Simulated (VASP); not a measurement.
Write the native input for VASP 6.6.1 that does the following.

```yaml
Task: single point
Functional: BLYP
Dispersion: D3(BJ)
Potentials_or_basis: VASP PAW PBE potentials, release 64 (Ta_pv)
Cutoff: 520 eV
k_mesh: 11 × 11 × 6
Occupations: gaussian, width 0.1 eV
Spin: no spin polarisation
Dipole_correction: no
Further_INCAR_settings: ALGO = Normal; EDIFF = 1e-06; NBANDS = 18
```

The structure of Ta lies in POSCAR:

```
Ta
1.0
    2.8543192721      0.0000000000      0.0000000000
   -1.4271596360      2.4719130001      0.0000000000
    0.0000000000      0.0000000000      5.0895199726
Ta
2
Direct
    0.6666666667      0.3333333333      0.7500000000
    0.3333333333      0.6666666667      0.2500000000
```

These files were run (other wordings do the same):

INCAR

```
SYSTEM = Ta
PREC     = Accurate       ! precision mode
ENCUT    = 520            ! plane-wave cutoff, eV
EDIFF    = 1E-6           ! SCF threshold, eV
ISMEAR   = 0              ! smearing method
SIGMA    = 0.1            ! smearing width, eV
LREAL    = .FALSE.        ! projectors in reciprocal space
LASPH    = .TRUE.         ! aspherical terms in the spheres
NELM     = 60             ! most SCF steps
ALGO     = Normal         ! electronic algorithm
ISIF     = 2              ! what is computed and relaxed
LWAVE    = .FALSE.        ! write WAVECAR
LCHARG   = .FALSE.        ! write CHGCAR
GGA      = B5             ! functional
ALDAX    = 1.0          
AGGAX    = 1.0          
AGGAC    = 1.0          
ALDAC    = 0.0          
IVDW     = 12             ! dispersion correction
VDW_S6   = 1.0          
VDW_S8   = 2.6996       
VDW_A1   = 0.4298       
VDW_A2   = 4.2359       
NBANDS   = 18             ! bands
```

KPOINTS

```
Automatic mesh
0
G
  11 11 6
  0 0 0
```

Potentials or basis: VASP PAW PBE potentials, release 64 (Ta_pv).

Launch:

```console
$ cat potpaw_PBE.64/Ta_pv/POTCAR > POTCAR
$ mpirun -np 1 vasp_std > vasp.out
```

It gave:

* Pressure: 1.1 GPa
* Band gap on the k mesh: zero (band 11 reaches 8.24 eV, above the bottom of band 12 at 5.68 eV)
* Dispersion energy per atom: -1.644 eV

Caveat: the PAW data sets were made with another functional, which shifts forces and pressure a little; spin-orbit coupling is left out, which moves the levels of the heavy elements; pairwise dispersion overbinds metals, which lowers pressure and volume.

It took 18 s on 1 thread of Intel(R) Xeon(R) Platinum 8559C (Emerald Rapids), on a shared host, peak memory 0.19 GiB.
